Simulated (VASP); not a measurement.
Write the native input for VASP 6.6.1 that does the following.

| Property | Result |
| --- | --- |
| Task | single point |
| Functional | PBE |
| Potentials or basis | VASP PAW PBE potentials, release 64 (Cu) |
| Cutoff | 520 eV |
| k mesh | 2 × 10 × 1 |
| Occupations | methfessel-paxton, width 0.05 eV |
| Spin | no spin polarisation |
| Dipole correction | no |
| Further INCAR settings | ALGO = Normal; EDIFF = 1e-07; NBANDS = 12 |

The structure of Cu lies in POSCAR:

```
Cu
1.0
   11.5702539500      0.0000000000      0.0000000000
    0.0000000000      2.2382121000      0.0000000000
   -4.5956239400      0.0000000000     21.7433883500
Cu
1
Direct
    0.5000000000      0.5000000000      0.5000000000
```

These files were run (other wordings do the same):

INCAR

```
PREC     = Accurate       # precision mode
ENCUT    = 520            # plane-wave cutoff, eV
EDIFF    = 1E-7           # SCF threshold, eV
ISMEAR   = 1              # smearing method
SIGMA    = 0.05           # smearing width, eV
LREAL    = F              # projectors in reciprocal space
LASPH    = T              # aspherical terms in the spheres
NELM     = 60             # most SCF steps
ALGO     = Normal         # electronic algorithm
ISIF     = 2              # what is computed and relaxed
LWAVE    = F              # write WAVECAR
LCHARG   = F              # write CHGCAR
GGA      = PE             # functional
NBANDS   = 12             # bands
```

KPOINTS

```
regular mesh
0
Gamma
  2 10 1
```

Potentials or basis: VASP PAW PBE potentials, release 64 (Cu).

Command:

```console
$ cat potpaw_PBE.64/Cu/POTCAR > POTCAR
$ mpirun -np 1 vasp_std > vasp.out
```

Results of the run:

```yaml
Pressure: 0.1 GPa
```

Wall time 110 s on 1 thread of Intel(R) Xeon(R) Platinum 8375C CPU @ 2.90GHz (Ice Lake), on a shared host, peak memory 0.57 GiB.
